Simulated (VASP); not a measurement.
# V (Im-3m) in VASP: further runs, part 2 of 2

VASP 6.6.1. Earlier steps stand in the parts before.

**4. Relaxation of cell and atoms, PBEsol+U, collinear spin, ferromagnetic start (15.28 Å³/atom)**

This run uses another cell than the first one, of 15.28 Å³/atom.

POSCAR reads:

```
V
1.0
   -1.5632333928      1.5632333928      1.5632333928
    1.5632333928     -1.5632333928      1.5632333928
    1.5632333928      1.5632333928     -1.5632333928
V
1
Direct
    0.0000000000      0.0000000000      0.0000000000
```

INCAR.step1 reads:

```
GGA = PS ; ISPIN = 2
MAGMOM = 2 ; LORBIT = 11
LDAU = True ; LDAUTYPE = 2
LDAUL = 2 ; LDAUU = 6
LDAUJ = 0 ; ISMEAR = -1
SIGMA = 0.02 ; LWAVE = False
LCHARG = False ; NSW = 80
PREC = Normal ; LASPH = True
LREAL = False ; ALGO = Normal
EDIFF = 1E-7 ; NELM = 200
GGA_COMPAT = False ; IBRION = 2
ISIF = 3 ; EDIFFG = -0.02
NELMIN = 4 ; ENCUT = 700
LMAXMIX = 4 ; KPAR = 2
POTIM = 0.5
```

INCAR.step3 reads:

```
GGA = PS ; ISPIN = 2
MAGMOM = 2 ; LORBIT = 11
LDAU = True ; LDAUTYPE = 2
LDAUL = 2 ; LDAUU = 6
LDAUJ = 0 ; ISMEAR = -1
SIGMA = 0.02 ; LWAVE = False
LCHARG = False ; PREC = Normal
LASPH = True ; LREAL = False
ALGO = Normal ; EDIFF = 1E-7
NELM = 200 ; GGA_COMPAT = False
ISIF = 2 ; ENCUT = 700
LMAXMIX = 4 ; KPAR = 2
```

KPOINTS reads:

```
Automatic mesh
0
Gamma
  16 16 16
  0 0 0
```

Potentials or basis: VASP PAW PBE potentials, release 64 (V_sv).

Launch:

```console
$ cat potpaw_PBE.64/V_sv/POTCAR > POTCAR
$ cp INCAR.step1 INCAR
$ cp POSCAR.step1 POSCAR
$ mpirun -np 2 vasp_std > vasp.out
$ cp CONTCAR POSCAR
$ mpirun -np 2 vasp_std > vasp.out
$ cp CONTCAR POSCAR
$ cp INCAR.step3 INCAR
$ mpirun -np 2 vasp_std > vasp.out
```

OUTCAR:

```text
GGA = PS
   ISPIN = 2
   LORBIT = 11
   ISMEAR = -1
   PREC = Normal
   LASPH = True
   LREAL = False
   EDIFF = 1E-7
   NELM = 200
   ISIF = 2
   ENCUT = 700

 ion  position               nearest neighbor table
   1  0.000  0.000  0.000-

  LATTYP: Found a body centered cubic cell.
 ALAT       =     3.5177757400

  Lattice vectors:

 A1 = (  -1.7588878700,   1.7588878700,   1.7588878700)
 A2 = (   1.7588878700,  -1.7588878700,   1.7588878700)
 A3 = (   1.7588878700,   1.7588878700,  -1.7588878700)

Analysis of symmetry for initial positions (statically):
=====================================================================
 Subroutine PRICEL returns:
 Original cell was already a primitive cell.

 Routine SETGRP: Setting up the symmetry group for a
 body centered cubic supercell.

 Subroutine GETGRP returns: Found 48 space group operations
 (whereof 48 operations were pure point group operations)
 out of a pool of 48 trial point group operations.

The static configuration has the point symmetry O_h .

Analysis of symmetry for dynamics (positions and initial velocities):
=====================================================================
 Subroutine PRICEL returns:
[... 851 lines left out ...]
      1     -56.6808      1.00000
      2     -30.7316      1.00000
      3     -30.6395      1.00000
      4     -30.5912      1.00000
      5       3.5989      1.00000
      6       7.6056      0.00000
      7       8.5132      0.00000
      8      10.3933      0.00000
      9      10.6153      0.00000
     10      11.9870      0.00000
     11      15.4671      0.00000

 [... further k-points ...]

------------------------ aborting loop because EDIFF is reached ----------------------------------------

  FORCE on cell =-STRESS in cart. coord.  units (eV):
  Direction    XX          YY          ZZ          XY          YZ          ZX
  --------------------------------------------------------------------------------------
  -------------------------------------------------------------------------------------
  Total        0.0013370      0.0013370      0.0013370      0.0000000      0.0000000     -0.0000000
  in kB        0.0984176      0.0984176      0.0984176      0.0000000      0.0000000     -0.0000000
  external PRESSURE =       0.0984176 kB  Pullay stress =       0.0000000 kB

 VOLUME and BASIS-vectors are now :
 -----------------------------------------------------------------------------
  energy-cutoff  :      700.00
  volume of cell :       21.77
      direct lattice vectors                 reciprocal lattice vectors
    -1.758887870  1.758887870  1.758887870     0.000000000  0.284270537  0.284270537
     1.758887870 -1.758887870  1.758887870     0.284270537  0.000000000  0.284270537
     1.758887870  1.758887870 -1.758887870     0.284270537  0.284270537  0.000000000

 POSITION                                       TOTAL-FORCE (eV/Angst)
 -----------------------------------------------------------------------------------
      0.00000      0.00000      0.00000        -0.000000      0.000000      0.000000
 -----------------------------------------------------------------------------------
    total drift:                                0.000000     -0.000000      0.000000

  FREE ENERGIE OF THE ION-ELECTRON SYSTEM (eV)
  ---------------------------------------------------
  free  energy   TOTEN  =        -4.5818754955 eV

  energy  without entropy=       -4.5809033890  energy(sigma->0) =       -4.58138944

 total charge

# of ion       s       p       d       tot
------------------------------------------
    1        2.255   6.122   2.870  11.247

 magnetization (x)

# of ion       s       p       d       tot
------------------------------------------
    1       -0.002   0.036   2.625   2.659
```

OUTCAR.step2:

```text
GGA = PS
   ISPIN = 2
   LORBIT = 11
   ISMEAR = -1
   NSW = 80
   PREC = Normal
   LASPH = True
   LREAL = False
   EDIFF = 1E-7
   NELM = 200
   IBRION = 2
   ISIF = 3
   EDIFFG = -0.02
[... 968 lines left out ...]

  FREE ENERGIE OF THE ION-ELECTRON SYSTEM (eV)
  ---------------------------------------------------
  free  energy   TOTEN  =        -4.5819233365 eV

  energy  without entropy=       -4.5809511548  energy(sigma->0) =       -4.58143725

 reached required accuracy - stopping structural energy minimisation

 total charge

# of ion       s       p       d       tot
------------------------------------------
    1        2.255   6.122   2.870  11.247

 magnetization (x)

# of ion       s       p       d       tot
------------------------------------------
    1       -0.002   0.036   2.625   2.659
```

It took 1.7 min on 2 MPI ranks of AMD EPYC 9R45 (Zen 5), shared host; peak memory 0.17 GiB.

What came out:

| Property | Result |
| --- | --- |
| Free energy | -4.5819 eV |
| Relaxed volume | 21.77 Å³/atom |
| Relaxed cell | a = 3.046 Å, b = 3.046 Å, c = 3.046 Å, α = 109.47°, β = 109.47°, γ = 109.47° |
| Space group after relaxing (to 0.1 Å) | Im-3m (No. 229) |
| Energy gained by relaxing | 466.8 meV/atom |
| Ionic steps | 6 |
| Pressure after relaxing | 0.0 GPa |
| Band gap on the k mesh | zero (filled and empty bands overlap) |
| Net moment | 3.00 μB per cell |
| Site moments | V +2.66 μB |
| Valence electrons inside the program's atomic spheres | V 11.25 |

Step by step:
| step | energy change (eV) | largest force (eV/Å) | pressure (GPa) | volume (Å³) |
| --- | --- | --- | --- | --- |
| 1 | 0.0000 | 0.0000 | 28.72 | 15.28 |
| 2 | -0.4611 | 0.0000 | -0.89 | 22.17 |
| 3 | -0.4621 | 0.0000 | 0.21 | 21.71 |
| 4 | -0.4622 | 0.0000 | -0.13 | 21.85 |
| 5 | -0.4667 | 0.0000 | -0.21 | 21.85 |
| 6 | -0.4668 | 0.0000 | -0.01 | 21.77 |

Final structure:
```cif
data_structure
_symmetry_space_group_name_H-M 'P 1'
_symmetry_Int_Tables_number 1
_cell_length_a 3.0465
_cell_length_b 3.0465
_cell_length_c 3.0465
_cell_angle_alpha 109.471
_cell_angle_beta 109.471
_cell_angle_gamma 109.471
_cell_volume 21.77
loop_
_atom_site_label
_atom_site_type_symbol
_atom_site_fract_x
_atom_site_fract_y
_atom_site_fract_z
_atom_site_occupancy
V1 V 0.00000 0.00000 0.00000 1
```

Caveat: the electronic state changed during the relaxation; the volume moved by over 15 % at a fixed basis, so the end points are rough; the PAW data sets were made with another functional, which shifts forces and pressure a little; the U is typed as a test and isn't derived for this compound. The state reached can hang on the start; a lower one may exist.

**5. Single point, PBEsol+U, collinear spin, ferromagnetic start**

INCAR reads:

```
PREC = Accurate ; ENCUT = 520
EDIFF = 1E-7 ; ISMEAR = 0
SIGMA = 0.025 ; LREAL = False
LASPH = True ; NELM = 150
ALGO = Normal ; ISIF = 2
LWAVE = False ; LCHARG = False
ISPIN = 2 ; MAGMOM = 2
LORBIT = 11 ; LMAXMIX = 4
LDAU = True ; LDAUTYPE = 2
LDAUL = 2 ; LDAUU = 7
LDAUJ = 0 ; LDAUPRINT = 1
GGA = PS ; NBANDS = 16
```

KPOINTS reads:

```
Automatic mesh
0
Gamma
  12 12 12
```

POSCAR reads:

```
V
1.0
   -1.5143500000      1.5143500000      1.5143500000
    1.5143500000     -1.5143500000      1.5143500000
    1.5143500000      1.5143500000     -1.5143500000
V
1
Direct
    0.0000000000      0.0000000000      0.0000000000
```

Potentials or basis: VASP PAW PBE potentials, release 64 (V_sv).

Launch:

```console
$ cat potpaw_PBE.64/V_sv/POTCAR > POTCAR
$ mpirun -np 1 vasp_std > vasp.out
```

OUTCAR:

```text
PREC = Accurate
   ENCUT = 520
   EDIFF = 1E-7
   ISMEAR = 0
   LREAL = False
   LASPH = True
   NELM = 150
   ISIF = 2
   ISPIN = 2
   LORBIT = 11
   GGA = PS

 ion  position               nearest neighbor table
   1  0.000  0.000  0.000-

  LATTYP: Found a body centered cubic cell.
 ALAT       =     3.0287000000

  Lattice vectors:

 A1 = (  -1.5143500000,   1.5143500000,   1.5143500000)
 A2 = (   1.5143500000,  -1.5143500000,   1.5143500000)
[... 1156 lines left out ...]
  --------------------------------------------------------------------------------------
  -------------------------------------------------------------------------------------
  Total        4.9568028      4.9568028      4.9568028      0.0000000      0.0000000     -0.0000000
  in kB      571.7069170    571.7069170    571.7069170      0.0000000      0.0000000     -0.0000000
  external PRESSURE =     571.7069170 kB  Pullay stress =       0.0000000 kB

 VOLUME and BASIS-vectors are now :
 -----------------------------------------------------------------------------
  energy-cutoff  :      520.00
  volume of cell :       13.89
      direct lattice vectors                 reciprocal lattice vectors
    -1.514350000  1.514350000  1.514350000     0.000000000  0.330174662  0.330174662
     1.514350000 -1.514350000  1.514350000     0.330174662  0.000000000  0.330174662
     1.514350000  1.514350000 -1.514350000     0.330174662  0.330174662  0.000000000

 POSITION                                       TOTAL-FORCE (eV/Angst)
 -----------------------------------------------------------------------------------
      0.00000      0.00000      0.00000        -0.000000     -0.000000      0.000000
 -----------------------------------------------------------------------------------
    total drift:                                0.000000      0.000000      0.000000

  FREE ENERGIE OF THE ION-ELECTRON SYSTEM (eV)
  ---------------------------------------------------
  free  energy   TOTEN  =        -3.2103676551 eV

  energy  without entropy=       -3.2102398457  energy(sigma->0) =       -3.21030375

 total charge

# of ion       s       p       d       tot
------------------------------------------
    1        2.359   6.247   3.065  11.671

 magnetization (x)

# of ion       s       p       d       tot
------------------------------------------
    1       -0.006   0.076   2.342   2.412
```

It took 27 s on 1 thread of Intel Xeon Platinum 8559C (Emerald Rapids), shared host; peak memory 0.14 GiB.

What came out:

* Free energy: -3.2104 eV
* Pressure: 57.2 GPa
* Net moment: 2.63 μB per cell
* Site moments: V +2.41 μB
* Valence electrons inside the program's atomic spheres: V 11.67

Levels at points of the mesh, in eV from the Fermi level:
Spin up:
```
           k point  band 6  band 7  band 8  band 9  band 10  band 11
(0.00, 0.00, 0.00)   -3.77   -3.77   -3.77    3.24     3.24    18.09
(0.50, 0.00, 0.00)   -5.17   -0.48   -0.15    1.84     3.66     7.52
(0.50, 0.50, 0.50)   -2.78   -0.52   -0.52   -0.52     7.71     7.71
```
Spin down:
| k point | band 2 | band 3 | band 4 | band 5 | band 6 | band 7 | band 8 | band 9 |
| --- | --- | --- | --- | --- | --- | --- | --- | --- |
| (0.00, 0.00, 0.00) | -36.36 | -36.36 | -36.36 | -7.44 | 4.04 | 4.04 | 4.04 | 4.52 |
| (0.50, 0.00, 0.00) | -37.25 | -36.64 | -36.38 | -1.91 | 0.60 | 2.10 | 5.01 | 5.09 |
| (0.50, 0.50, 0.50) | -36.96 | -36.96 | -36.96 | -1.73 | -1.73 | 7.60 | 7.60 | 7.60 |

Eigenvalues of the final occupation matrices:
```csv
site,spin,trace,eigenvalues
site 1 d,1,2.72,0.14 0.14 0.81 0.81 0.81
site 1 d,2,0.37,0.03 0.03 0.03 0.13 0.13
```

Caveat: the cell stands under pressure; the PAW data sets were made with another functional, which shifts forces and pressure a little; the U is typed as a test and isn't derived for this compound. The state reached can hang on the start; a lower one may exist.

**6. Single point, PBEsol+U, collinear spin, ferromagnetic start**

INCAR reads:

```
PREC = Accurate ; ENCUT = 520
EDIFF = 1E-6 ; ISMEAR = -1
SIGMA = 0.15 ; LREAL = F
LASPH = T ; NELM = 150
ALGO = Normal ; ISIF = 2
LWAVE = F ; LCHARG = F
ISPIN = 2 ; MAGMOM = 2
LORBIT = 11 ; LMAXMIX = 4
LDAU = T ; LDAUTYPE = 2
LDAUL = 2 ; LDAUU = 4.5
LDAUJ = 0 ; LDAUPRINT = 1
GGA = PS ; NBANDS = 16
```

KPOINTS reads:

```
regular mesh
0
Gamma
  12 12 12
```

POSCAR is that of step 5.

Potentials or basis: VASP PAW PBE potentials, release 64 (V_sv).

Launch:

```console
$ cat potpaw_PBE.64/V_sv/POTCAR > POTCAR
$ mpirun -np 1 vasp_std > vasp.out
```

It took 20 s on 1 thread of Intel Xeon Platinum 8559C (Emerald Rapids), shared host; peak memory 0.14 GiB.

The run converged. Its results:

```yaml
Free_energy: -5.0739 eV
Pressure: 10.4 GPa
Net_moment: 1.11 μB per cell
Site_moments: V +1.01 μB
Valence_electrons_inside_the_program's_atomic_spheres: V 11.54
```

Levels at points of the mesh, in eV from the Fermi level:
Spin up:
```tsv
k point	band 3	band 4	band 5	band 6	band 7	band 8	band 9	band 10	band 11	band 12
(0.00, 0.00, 0.00)	-38.49	-38.49	-7.62	-1.31	-1.31	-1.31	2.43	2.43	19.19	19.19
(0.50, 0.00, 0.00)	-38.74	-38.49	-4.18	-2.72	0.46	1.89	2.20	2.77	8.53	14.71
(0.50, 0.50, 0.50)	-39.05	-39.05	-2.94	-2.94	1.83	1.83	1.83	8.66	8.66	8.66
```
Spin down:
| k point | band 2 | band 3 | band 4 | band 5 | band 6 | band 7 | band 8 | band 9 | band 10 | band 11 |
| --- | --- | --- | --- | --- | --- | --- | --- | --- | --- | --- |
| (0.00, 0.00, 0.00) | -37.56 | -37.56 | -37.56 | -7.11 | 1.48 | 1.48 | 1.48 | 2.55 | 2.55 | 19.65 |
| (0.50, 0.00, 0.00) | -38.37 | -37.81 | -37.56 | -2.83 | -0.11 | 0.92 | 2.83 | 2.95 | 5.09 | 10.03 |
| (0.50, 0.50, 0.50) | -38.11 | -38.11 | -38.11 | -2.80 | -2.80 | 4.70 | 4.70 | 4.70 | 9.43 | 9.43 |

Eigenvalues of the final occupation matrices:
```csv
site,spin,trace,eigenvalues
site 1 d,1,1.96,0.19 0.19 0.53 0.53 0.53
site 1 d,2,0.99,0.16 0.16 0.16 0.25 0.25
```

Caveat: the cell stands under pressure; the PAW data sets were made with another functional, which shifts forces and pressure a little; the U is typed as a test and isn't derived for this compound. The state reached can hang on the start; a lower one may exist.

**7. Overview**

```tsv
task	level	U	cell	k mesh	cutoff (eV)	smearing	dipole correction	ions in elastic constants	tolerance level	purpose	passes	gap on the mesh (eV)	pressure (GPa)	moment (μB)	relaxed volume (Å³/atom)
elastic constants	PBE	-	a = 2.623 Å, angles 109.5°, 1 atom	9 × 9 × 9	600	fermi-dirac 0.05 eV	no	relaxed	-	-	-	-	-	0.00	-
relaxation of cell and atoms	PBEsol+U	V d U = 6 eV	relaxed from a = 2.708 Å, angles 109.5°, 1 atom	16 × 16 × 16	700	fermi-dirac 0.02 eV	-	-	standard	cell	3	none	0.0	3.00	21.77
relaxation of cell and atoms	PBEsol+U	V d U = 6 eV	relaxed from a = 2.708 Å, angles 109.5°, 1 atom	16 × 16 × 16	700	fermi-dirac 0.02 eV	-	-	standard	cell	2	none	0.0	3.00	21.77
single point	PBEsol+U	V d U = 7.0 eV	a = 2.623 Å, angles 109.5°, 1 atom	12 × 12 × 12	520	gaussian 0.025 eV	no	-	-	-	-	none	57.2	2.63	-
single point	PBEsol+U	V d U = 4.5 eV	a = 2.623 Å, angles 109.5°, 1 atom	12 × 12 × 12	520	fermi-dirac 0.15 eV	no	-	-	-	-	none	10.4	1.11	-
```

Alike in all rows: potentials or basis VASP PAW PBE potentials, release 64 (V_sv); spin collinear, ferromagnetic start.

Caveats: the PAW data sets were made with another functional, which shifts forces and pressure a little (at least some runs); the U is typed as a test and isn't derived for this compound (at least some runs); the electronic state changed during the relaxation (at least some runs); the volume moved by over 15 % at a fixed basis, so the end points are rough (at least some runs); the cell stands under pressure (at least some runs); the cell is under stress, which shifts elastic constants (at least some runs); the elastic tensor has a negative eigenvalue, so either the cell is unstable as it stands or the mesh is too thin (at least some runs).

Total energies depend on the potentials used, so only differences within one code and one set of settings carry meaning.
